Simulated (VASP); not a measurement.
# Si4Hg (Cmmm) in VASP: a series of runs

Si4Hg is run at these levels: PBE; tasks: relaxation of cell and atoms.

Program: VASP 6.6.1. These are calculated values, not measurements. Logs are shortened: lines on timing, memory, paths and dates and some standing lists are left out, and cuts for length are marked.

## 1. The cell of the first run

The structure is orthorhombic, space group Cmmm (No. 65). Conventional cell: a = 3.914 Å, b = 6.697 Å, c = 6.929 Å, α = 90.00°, β = 90.00°, γ = 90.00°. Si (site symmetry 2) has 3 Si at 1.96 to 2.65 Å within 2.7 Å. Within 4.0 Å of Hg (site symmetry mmm) lie 16 Si at 2.89 to 4.00 Å and 6 Hg at 3.88 to 3.91 Å.

The cell was generated, and may not be a known phase.

## 2. Relaxation of cell and atoms, PBE

File INCAR:

```
PREC     = Accurate       # precision mode
ENCUT    = 500            # plane-wave cutoff, eV
EDIFF    = 1E-7           # SCF threshold, eV
ISMEAR   = 0              # smearing method
SIGMA    = 0.1            # smearing width, eV
LREAL    = F              # projectors in reciprocal space
LASPH    = T              # aspherical terms in the spheres
NELM     = 120            # most SCF steps
ALGO     = Normal         # electronic algorithm
ISIF     = 3              # what is computed and relaxed
LWAVE    = F              # write WAVECAR
LCHARG   = F              # write CHGCAR
GGA      = PE             # functional
IBRION   = 2              # ionic algorithm
NSW      = 90             # ionic steps
EDIFFG   = -0.04          # ionic threshold
GGA_COMPAT= F            
NELMIN   = 4
```

File KPOINTS:

```
regular mesh
0
Gamma
  6 6 4
```

File POSCAR:

```
Si4Hg
1.0
    1.9571792000     -3.3487103300      0.0000000000
    1.9571792000      3.3487103300      0.0000000000
    0.0000000000      0.0000000000      6.9293238600
Si Hg
4 1
Direct
    0.0000000000      0.5000000000      0.8086477500
    0.5000000000      0.0000000000      0.1913522500
    0.0000000000      0.5000000000      0.1913522500
    0.5000000000      0.0000000000      0.8086477500
    0.5000000000      0.5000000000      0.5000000000
```

Potentials or basis: VASP PAW PBE potentials, release 64 (Si, Hg).

Launch:

```bash
$ cat potpaw_PBE.64/Si/POTCAR potpaw_PBE.64/Hg/POTCAR > POTCAR
$ mpirun -np 1 vasp_std > vasp.out
```

OUTCAR:

```text
PREC = Accurate
   ENCUT = 500
   EDIFF = 1E-7
   ISMEAR = 0
   LREAL = F
   LASPH = T
   NELM = 120
   ISIF = 3
   GGA = PE
   IBRION = 2
   NSW = 90
   EDIFFG = -0.04
   NELMIN = 4

 ion  position               nearest neighbor table
   1  0.000  0.500  0.809-   4 1.96   4 1.96   3 2.65   5 2.89   5 2.89
   2  0.500  0.000  0.191-   3 1.96   3 1.96   4 2.65   5 2.89   5 2.89
   3  0.000  0.500  0.191-   2 1.96   2 1.96   1 2.65   5 2.89   5 2.89
   4  0.500  0.000  0.809-   1 1.96   1 1.96   2 2.65   5 2.89   5 2.89
   5  0.500  0.500  0.500-   1 2.89   2 2.89   3 2.89   4 2.89   2 2.89   4 2.89   1 2.89   3 2.89

  LATTYP: Found a base centered orthorhombic cell.
 ALAT       =     3.9143584000
 B/A-ratio  =     1.7109881047
 C/A-ratio  =     1.7702323477

  Lattice vectors:

 A1 = (   1.9571792000,  -3.3487103300,   0.0000000000)
 A2 = (   1.9571792000,   3.3487103300,   0.0000000000)
 A3 = (   0.0000000000,   0.0000000000,   6.9293238600)

Analysis of symmetry for initial positions (statically):
=====================================================================
 Subroutine PRICEL returns:
 Original cell was already a primitive cell.

 Routine SETGRP: Setting up the symmetry group for a
 base centered orthorhombic supercell.

 Subroutine GETGRP returns: Found  8 space group operations
 (whereof  8 operations were pure point group operations)
 out of a pool of  8 trial point group operations.

The static configuration has the point symmetry D_2h.

Analysis of symmetry for dynamics (positions and initial velocities):
=====================================================================
 Subroutine PRICEL returns:
 Original cell was already a primitive cell.

 Routine SETGRP: Setting up the symmetry group for a
 base centered orthorhombic supercell.

 Subroutine GETGRP returns: Found  8 space group operations
 (whereof  8 operations were pure point group operations)
 out of a pool of  8 trial point group operations.

The dynamic configuration has the point symmetry D_2h.

 Subroutine INISYM returns: Found  8 space group operations
 (whereof  8 operations are pure point group operations),
 and found     1 'primitive' translations

----------------------------------------------------------------------------------------

                                     Primitive cell

  volume of cell :      90.8299

  direct lattice vectors                    reciprocal lattice vectors
     1.957179200 -3.348710330  0.000000000     0.255469709 -0.149311213  0.000000000
     1.957179200  3.348710330  0.000000000     0.255469709  0.149311213  0.000000000
     0.000000000  0.000000000  6.929323860     0.000000000  0.000000000  0.144314225

  length of vectors
     3.878712582  3.878712582  6.929323860     0.295903042  0.295903042  0.144314225

  position of ions in fractional coordinates (direct lattice)
     0.000000000  0.500000000  0.808647750
     0.500000000  0.000000000  0.191352250
     0.000000000  0.500000000  0.191352250
     0.500000000  0.000000000  0.808647750
     0.500000000  0.500000000  0.500000000

  ion indices of the primitive-cell ions
   primitive index   ion index
                 1           1
                 2           2
                 3           3
                 4           4
                 5           5

----------------------------------------------------------------------------------------

 KPOINTS: regular mesh

Automatic generation of k-mesh.
 Grid dimensions read from file:
 generate k-points for:    6    6    4

 Generating k-lattice:

  Cartesian coordinates                     Fractional coordinates (reciprocal lattice)
     0.042578285 -0.024885202  0.000000000     0.166666667  0.000000000  0.000000000
     0.042578285  0.024885202  0.000000000     0.000000000  0.166666667  0.000000000
     0.000000000  0.000000000  0.036078556     0.000000000  0.000000000  0.250000000

  Length of vectors
     0.049317174  0.049317174  0.036078556

  Shift w.r.t. Gamma in fractional coordinates (k-lattice)
     0.000000000  0.000000000  0.000000000

 Subroutine IBZKPT returns following result:
 ===========================================

 Found     39 irreducible k-points:

 Following reciprocal coordinates:
            Coordinates               Weight
  0.000000  0.000000  0.000000      1.000000
  0.166667  0.000000  0.000000      4.000000
  0.333333 -0.000000  0.000000      4.000000
  0.500000  0.000000  0.000000      2.000000
  0.166667  0.166667  0.000000      2.000000
  0.333333  0.166667  0.000000      4.000000
[... 16 lines left out ...]
  0.333333  0.333333  0.250000      4.000000
  0.500000  0.333333  0.250000      8.000000
 [... further k-points ...]
   k-points           NKPTS =     39   k-points in BZ     NKDIM =     39   number of bands    NBANDS=     18
   number of dos      NEDOS =    301   number of ions     NIONS =      5
   total plane-waves  NPLWV =  42336
   dimension x,y,z NGX =    28 NGY =   28 NGZ =   54
   dimension x,y,z NGXF=    56 NGYF=   56 NGZF=  108
   ions per type =               4   1
   NGX,Y,Z   is equivalent  to a cutoff of  12.00, 12.00, 12.96 a.u.
   NGXF,Y,Z  is equivalent  to a cutoff of  24.00, 24.00, 25.91 a.u.
 SYSTEM =  unknown system
   PREC   = accura    normal or accurate (medium, high low for compatibility)
   ISTART =      0    job   : 0-new  1-cont  2-samecut
   ICHARG =      2    charge: 1-file 2-atom 10-const
   ISPIN  =      1    spin polarized calculation?
   LNONCOLLINEAR =      F non collinear calculations
   LSORBIT =      F    spin-orbit coupling
   LASPH  =      T    aspherical Exc in radial PAW
   ENCUT  =  500.0 eV  36.75 Ry    6.06 a.u.   7.07  7.07 12.63*2*pi/ulx,y,z
   NELM   =    120;   NELMIN=  4; NELMDL= -5     # of ELM steps
   EDIFF  = 0.1E-06   stopping-criterion for ELM
   LREAL  =      F    real-space projection
   EDIFFG = -.4E-01   stopping-criterion for IOM
   NSW    =     90    number of steps for IOM
   IBRION =      2    ionic relax: 0-MD 1-quasi-New 2-CG
   NFREE  =      1    steps in history (QN), initial steepest desc. (CG)
   ISIF   =      3    stress and relaxation
   ISYM   =      2    0-nonsym 1-usesym 2-fastsym
   POTIM  = 0.5000    time-step for ionic-motion
   TEBEG  =    0.0;   TEEND  =   0.0 temperature during run
   PSTRESS=    0.0 pullay stress
   NELECT =      28.0000    total number of electrons
   NUPDOWN=      -1.0000    fix difference up-down
   EMIN   =  10.00;   EMAX   =-10.00  energy-range for DOS
   EFERMI =   0.00;   METHOD = LEGACY
   ISMEAR =     0;   SIGMA  =   0.10  broadening in eV -4-tet -1-fermi 0-gaus
   EFERMI_NEDOS =   21; number of points for ismear=-14 and -15
   IALGO  =     38    algorithm
   IMIX   =      4    mixing-type and parameters
     AMIX     =   0.40;   BMIX     =  1.00
     AMIX_MAG =   1.60;   BMIX_MAG =  1.00
  volume/ion in A,a.u.               =      18.17       122.59
  Fermi-wavevector in a.u.,A,eV,Ry     =   1.105905  2.089857 16.640278  1.223026
  Thomas-Fermi vector in A             =   2.242399
   LORBIT       =      0    0 simple, 1 ext, 2 COOP (PROOUT), +10 PAW based schemes
   GGA     = PE    functional components
   LHFCALC =     F    Hartree Fock is set to
   AEXX    =    0.0000 exact exchange contribution
   IVDW    =     0    specifies the selected vdW correction
   LEPSILON=     F    determine dielectric tensor
   LRPA    =     F    only Hartree local field effects (RPA)
 conjugate gradient relaxation of ions
 non-spin polarized calculation
 Gauss-broadening in eV      SIGMA  =   0.10
  energy-cutoff  :      500.00
  volume of cell :       90.83
 maximum number of plane-waves:      2334
   NGX = 15   NGY = 15   NGZ = 25

--------------------------------------- Ionic step        1  -------------------------------------------

 number of electron      28.0000001 magnetization

 Free energy of the ion-electron system (eV)
  ---------------------------------------------------
  ext. energy  EPLUGINS =         0.00000000
  ---------------------------------------------------
  free energy    TOTEN  =       -13.83989818 eV

  energy without entropy =      -13.82973281  energy(sigma->0) =      -13.83481549

------------------------ aborting loop because EDIFF is reached ----------------------------------------

  FORCE on cell =-STRESS in cart. coord.  units (eV):
  Direction    XX          YY          ZZ          XY          YZ          ZX
  --------------------------------------------------------------------------------------
  -------------------------------------------------------------------------------------
  Total       52.3037644     -0.6379967      0.5269735      0.0000000      0.0000000      0.0000000
  in kB      922.6022313    -11.2538213      9.2954484      0.0000000      0.0000000      0.0000000
  external PRESSURE =     306.8812861 kB  Pullay stress =       0.0000000 kB
[... 1112 lines left out ...]
      4      -2.2176      2.00000
      5      -1.8499      2.00000
      6      -1.6302      2.00000
[... 10 lines left out ...]
     17       7.5456      0.00000
     18       9.3953      0.00000

 [... further k-points ...]

[... ionic steps 4 to 23 ...]

--------------------------------------- Ionic step       24  -------------------------------------------

 number of electron      28.0000007 magnetization

------------------------ aborting loop because EDIFF is reached ----------------------------------------

  FORCE on cell =-STRESS in cart. coord.  units (eV):
  Direction    XX          YY          ZZ          XY          YZ          ZX
  --------------------------------------------------------------------------------------
  -------------------------------------------------------------------------------------
  Total        0.5464297      0.0282609     -0.3823278      0.0000000      0.0000000      0.0000000
  in kB        9.2912296      0.4805345     -6.5009191      0.0000000      0.0000000      0.0000000
  external PRESSURE =       1.0902817 kB  Pullay stress =       0.0000000 kB
[... 63 lines left out ...]
  energy  without entropy=      -19.7909944228  energy(sigma->0) =      -19.79592784

--------------------------------------- Ionic step       26  -------------------------------------------

 number of electron      28.0000006 magnetization

 Free energy of the ion-electron system (eV)
  ---------------------------------------------------
  ext. energy  EPLUGINS =         0.00000000
  ---------------------------------------------------
  free energy    TOTEN  =       -19.80134400 eV

  energy without entropy =      -19.79106837  energy(sigma->0) =      -19.79620619

 E-fermi :   5.9661     XC(G=0): -10.2740

 val. band max:        5.9520486161   @ k =   0.5000   0.5000   0.5000
 cond. band min:       5.9675778732   @ k =   0.5000   0.1667   0.2500
 fundamental gap:      0.0155292571
 Fermi energy:         5.9661429267

 k-point     1 :       0.0000    0.0000    0.0000
  band No.  band energies     occupation
      1      -6.7028      2.00000
      2      -4.5175      2.00000
      3      -1.0285      2.00000
      4      -1.0100      2.00000
      5      -0.8131      2.00000
      6      -0.4932      2.00000
[... 527 lines left out ...]
  FREE ENERGIE OF THE ION-ELECTRON SYSTEM (eV)
  ---------------------------------------------------
  free  energy   TOTEN  =       -19.8013440050 eV

  energy  without entropy=      -19.7910683728  energy(sigma->0) =      -19.79620619

 reached required accuracy - stopping structural energy minimisation
```

It took 15 min on 1 thread of Intel Xeon Platinum 8488C (Sapphire Rapids), shared host; peak memory 0.24 GiB.

Results:

- Free energy: -19.8013 eV
- Relaxed volume: 19.01 Å³/atom
- Relaxed cell: a = 3.525 Å, b = 3.525 Å, c = 7.649 Å, α = 90.00°, β = 90.00°, γ = 90.44°
- Space group after relaxing (to 0.1 Å): P4/mmm (No. 123)
- Pressure after relaxing: 0.2 GPa
- Largest force after relaxing: 0.016 eV/Å
- Band gap on the k mesh: zero (bands 14 and 15 overlap by 3.31 eV)

Forces on the atoms (eV/Å):
```
Si   0.000  0.000 -0.016
Si   0.000  0.000  0.016
Si   0.000  0.000  0.016
Si   0.000  0.000 -0.016
Hg   0.000  0.000  0.000
```

Final structure:
```yaml
crystal:
  lattice:
    - [2.48322, -2.50224, 0.00000]
    - [2.48322, 2.50224, 0.00000]
    - [0.00000, 0.00000, 7.64883]
  atoms:
    - { symbol: Si, position: [0.00000, 0.50000, 0.83361] }
    - { symbol: Si, position: [0.50000, 0.00000, 0.16639] }
    - { symbol: Si, position: [0.00000, 0.50000, 0.16639] }
    - { symbol: Si, position: [0.50000, 0.00000, 0.83361] }
    - { symbol: Hg, position: [0.50000, 0.50000, 0.50000] }
```

Caveat: spin-orbit coupling is left out, which moves the levels of the heavy elements.

(Part 1 of 2 ends here.)

The gap in the log of VASP goes by the Fermi energy; the results here count the filled bands.